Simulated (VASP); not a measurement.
Wanted: the native input for a VASP 6.6.1 run.

- Task: single point
- Functional: PBE
- Potentials or basis: VASP PAW PBE potentials, release 64 (K_sv, Zr_sv, O)
- Cutoff: 520 eV
- k mesh: 4 × 4 × 4
- Occupations: gaussian, width 0.1 eV
- Spin: no spin polarisation
- Dipole correction: no
- Further INCAR settings: ALGO = Normal; EDIFF = 1e-06; NBANDS = 29

The structure of K2ZrO2 lies in POSCAR:

```
K2ZrO2
1.0
   -1.9312899076      3.7789433051      5.4832120839
    1.9312899076     -3.7789433051      5.4832120839
    1.9312899076      3.7789433051     -5.4832120839
K Zr O
2 1 2
Direct
    0.3429168481      0.8429168481      0.5000000000
    0.6570831519      0.1570831519      0.5000000000
    0.0000000000      0.0000000000      0.0000000000
    0.2564696901      0.0000000000      0.2564696901
    0.7435303099      0.0000000000      0.7435303099
```

The cell was built from a structure type or drawn by symmetry, and may not be a known phase.

These files were run (other wordings do the same):

INCAR

```
PREC = Accurate
ENCUT = 520
EDIFF = 1E-6
ISMEAR = 0
SIGMA = 0.1
LREAL = False
LASPH = True
NELM = 80
ALGO = Normal
ISIF = 2
LWAVE = False
LCHARG = False
GGA = PE
NBANDS = 29
```

KPOINTS

```
Automatic mesh
0
Gamma
  4 4 4
```

Potentials or basis: VASP PAW PBE potentials, release 64 (K_sv, Zr_sv, O).

The run is started by

```bash
$ cat potpaw_PBE.64/K_sv/POTCAR potpaw_PBE.64/Zr_sv/POTCAR potpaw_PBE.64/O/POTCAR > POTCAR
$ mpirun -np 1 vasp_std > vasp.out
```

Results of the run:

- Pressure: 0.2 GPa
- Largest force: 0.054 eV/Å
- Band gap on the k mesh: zero (bands 21 and 22 overlap by 0.04 eV)

Caveat: the k points lie up to 0.43 Å⁻¹ apart.

Wall time 5.1 min on 1 thread of AMD EPYC 7R13, on a shared host, peak memory 0.4 GiB.
